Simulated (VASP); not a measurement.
The system is SiC.

```xyz
12
Lattice="3.0950 0.0000 0.0000 -1.5475 2.6803 0.0000 0.0000 0.0000 15.1700" Properties=species:S:1:pos:R:3 pbc="T T T"
Si    1.5475    0.8934    6.9524
Si    0.0000    1.7869   14.5374
Si    1.5475    0.8934   12.0101
Si    0.0000    1.7869    4.4251
Si    0.0000    0.0000    9.4812
Si    0.0000    0.0000    1.8962
C     1.5475    0.8934    5.0562
C     0.0000    1.7869   12.6412
C     1.5475    0.8934   10.1138
C     0.0000    1.7869    2.5288
C     0.0000    0.0000    7.5850
C     0.0000    0.0000    0.0000
```

Base run:

- Program: VASP 6.6.1
- Functional: revPBE
- Potentials or basis: VASP PAW PBE potentials, release 64 (Si, C)
- Cutoff: 520 eV
- k mesh: 10 × 10 × 2
- Occupations: fermi-dirac, width 0.05 eV
- Spin: no spin polarisation

Its results: band gap on the k mesh 2.03 eV (least direct gap 3.12 eV); pressure 2.2 GPa; largest force 0.141 eV/Å.

Q: The run is repeated on the same cell with these changes: functional from revPBE to PBEsol; further incar settings from ALGO = Normal; EDIFF = 1e-07; NBANDS = 36 to ALGO = Normal; EDIFF = 1e-06; NBANDS = 36. What comes out?

A: Band gap on the k mesh 1.91 eV (least direct gap 3.01 eV); pressure -2.8 GPa; largest force 0.143 eV/Å.

Caveats: the PAW data sets were made with another functional, which shifts forces and pressure a little.

A k mesh can miss the band edges.
